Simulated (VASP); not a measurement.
The system is BeSe2.

```
Be Se
1.0
     3.21952    0.00000    0.00000
    -1.60976    2.78819    0.00000
     0.00000    0.00000   12.52261
Be Se
2 4
Direct
  0.33333 0.66667 0.25000
  0.66667 0.33333 0.75000
  0.33333 0.66667 0.62750
  0.66667 0.33333 0.12750
  0.33333 0.66667 0.87250
  0.66667 0.33333 0.37250
```

- Program: VASP 6.6.1
- Task: relaxation of cell and atoms
- Functional: PBE
- Potentials or basis: VASP PAW PBE potentials, release 64 (Be, Se)
- Cutoff: 600 eV
- k mesh: 12 × 12 × 4
- Occupations: gaussian, width 0.1 eV
- Spin: no spin polarisation

At the start: pressure 0.1 GPa; volume 18.74 Å³/atom.

Problem. Where does the relaxation end?

Solution. Over 21 steps the energy falls by 156.1 meV/atom and the volume is 19.29 Å³/atom (+3.0 %); space group P6_3/mmc (No. 194, to 0.1 Å) before and after.

The path:
```
step  energy change (eV)  largest force (eV/Å)  pressure (GPa)  volume (Å³)
   1              0.0000                0.2765            0.10       112.41
   2             -0.1104                0.5142            0.43       112.57
   3             -0.6105                0.3381            1.69       112.71
   4             -0.1415                3.2537           10.99       111.43
   5             -0.7697                0.0506            2.69       112.58
   6             -0.8145                0.5594            4.16       112.37
   7             -0.8389                0.6715            3.81       113.42
   8             -0.8471                0.8037            3.49       114.74
   9             -0.8850                0.5871            2.35       116.02
  10             -0.9231                0.0417           -0.56       119.71
  11             -0.9237                0.0937           -0.28       119.32
  12             -0.9237                0.1062           -0.21       119.23
  13             -0.9243                0.1028           -0.20       119.10
  14             -0.9260                0.0921           -0.16       118.72
  15             -0.9288                0.0708           -0.07       117.96
  16             -0.9316                0.0275            0.14       116.44
  17             -0.9333                0.0260            0.10       116.32
  18             -0.9362                0.0209            0.02       115.95
  19             -0.9366                0.0177           -0.01       115.77
  20             -0.9366                0.0180           -0.01       115.79
  21             -0.9366                0.0004           -0.06       115.74
```

Final structure:
```yaml
crystal:
  lattice:
    - [3.52340, 0.00000, 0.00000]
    - [-1.76170, 3.05136, 0.00000]
    - [0.00000, 0.00000, 10.76519]
  atoms:
    - { symbol: Be, position: [0.33333, 0.66667, 0.25000] }
    - { symbol: Be, position: [0.66667, 0.33333, 0.75000] }
    - { symbol: Se, position: [0.33333, 0.66667, 0.62951] }
    - { symbol: Se, position: [0.66667, 0.33333, 0.12951] }
    - { symbol: Se, position: [0.33333, 0.66667, 0.87049] }
    - { symbol: Se, position: [0.66667, 0.33333, 0.37049] }
```
